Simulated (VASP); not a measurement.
Wanted: the native input for a VASP 6.6.1 run.

- Task: single point
- Functional: LDA
- Potentials or basis: VASP PAW LDA potentials, release 64 (N)
- Cutoff: 520 eV
- k mesh: 7 × 7 × 2
- Occupations: gaussian, width 0.05 eV
- Spin: no spin polarisation
- Dipole correction: no
- Further INCAR settings: ALGO = Normal; EDIFF = 1e-07; NBANDS = 30

The structure of N lies in POSCAR:

```
N
1.0
   -3.5269202438      0.0000000000      0.0000000000
   -1.7634601219     -3.0544025283      0.0000000000
   -0.2939100203      0.5090670880     14.3505029787
N
8
Direct
    0.1882603756      0.4784062910      0.8704377462
    0.2675288108      0.3991378559      0.3948271353
    0.2009667680      0.4656998987      0.7941993922
    0.2802352031      0.3864314635      0.3185887812
    0.6404963617      0.6928369716      0.1570218298
    0.5612279265      0.7721054068      0.6326324407
    0.6532027540      0.6801305793      0.0807834757
    0.5739343189      0.7593990144      0.5563940867
```

This cell differs from its parent crystal: the part above a cut slid along it.

These files were run (other wordings do the same):

INCAR

```
SYSTEM = N
PREC     = Accurate       ! precision mode
ENCUT    = 520            ! plane-wave cutoff, eV
EDIFF    = 1E-7           ! SCF threshold, eV
ISMEAR   = 0              ! smearing method
SIGMA    = 0.05           ! smearing width, eV
LREAL    = .False.        ! projectors in reciprocal space
LASPH    = .True.         ! aspherical terms in the spheres
NELM     = 60             ! most SCF steps
ALGO     = Normal         ! electronic algorithm
ISIF     = 2              ! what is computed and relaxed
LWAVE    = .False.        ! write WAVECAR
LCHARG   = .False.        ! write CHGCAR
GGA      = CA             ! functional
NBANDS   = 30             ! bands
```

KPOINTS

```
Automatic mesh
0
Gamma
  7 7 2
  0 0 0
```

Potentials or basis: VASP PAW LDA potentials, release 64 (N).

Run with:

```console
$ cat potpaw_LDA.64/N/POTCAR > POTCAR
$ mpirun -np 1 vasp_std > vasp.out
```

It gave:

The pressure is 2.1 GPa. The largest force is 1.546 eV/Å and the band gap on the k mesh is 6.51 eV (least direct gap 6.66 eV).

Caveat: the cell differs from its parent crystal (the part above a cut slid along it); the standard files for N, O and F lose accuracy on very short bonds; the stress differs along the axes, from -0 to 7 GPa; forces of over 1 eV/Å act on the atoms, so gaps and moduli don't describe the material at rest.

Wall time 2.1 min on 1 thread of Intel(R) Xeon(R) 6975P-C (Granite Rapids), on a shared host, peak memory 0.3 GiB.
